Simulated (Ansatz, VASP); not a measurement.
# One calculation of CeO2, two programs

The input INCAR:

```
ALGO = Normal
EDIFF = 1E-7
ENCUT = 520
GGA = PE
ISIF = 2
ISMEAR = 0
LASPH = True
LCHARG = True
LELF = True
LREAL = False
LVHAR = True
LWAVE = False
NBANDS = 19
NELM = 60
PREC = Accurate
SIGMA = 0.05
```

File KPOINTS:

```
k-points
0
Gamma
  4 4 4
```

The input POSCAR:

```
CeO2
1.0
    0.0000000000      2.7048609279      2.7048609279
    2.7048609279      0.0000000000      2.7048609279
    2.7048609279      2.7048609279      0.0000000000
Ce O
1 2
Direct
    0.0000000000      0.0000000000      0.0000000000
    0.2500000000      0.2500000000      0.2500000000
    0.7500000000      0.7500000000      0.7500000000
```

Input for Ansatz:

```yaml
crystal:
  lattice:
    - [0.0, 2.7048609279, 2.7048609279]
    - [2.7048609279, 0.0, 2.7048609279]
    - [2.7048609279, 2.7048609279, 0.0]
  atoms:
    - { symbol: Ce, position: [0.0, 0.0, 0.0] }
    - { symbol: O, position: [0.25, 0.25, 0.25] }
    - { symbol: O, position: [0.75, 0.75, 0.75] }
basis:
  ecutwfc: 420
  ecutrho_ratio: 4
kpoints:
  mp_grid: { grid: [4, 4, 4] }
hamiltonian:
  xc: pbe
scf:
  occupations: { method: gaussian, width: 0.05 }
output:
  forces: true
  stress: true
  eigenvalues: true
  populations: true
  hubbard: { sites: [{ species: Ce, l: f }] }
  write_density: true
  write_potential: true
  elf: true
  volumetric_format: npy
```

Alike in both runs: task single point; functional PBE; k mesh 4 × 4 × 4; occupations gaussian, width 0.05 eV; no spin polarisation.

```csv
,VASP,Ansatz
version,VASP 6.6.1,Ansatz 0.2.0
potentials or method,"VASP PAW PBE potentials, release 64 (Ce, O), cutoff 520 eV","scalar-relativistic, plane waves, PAW"
valence electrons in the cell,24,24
```

```csv
,VASP,Ansatz,Ansatz less VASP
gap on the k mesh at the Fermi level (eV),1.95,1.99,+0.035
least direct gap on the mesh (eV),2.06,2.10,+0.035
pressure (GPa),5.5,5.6,+0.08
```

The k mesh is coarse, so the values compare programs but aren't converged. Spin-orbit coupling is off throughout.
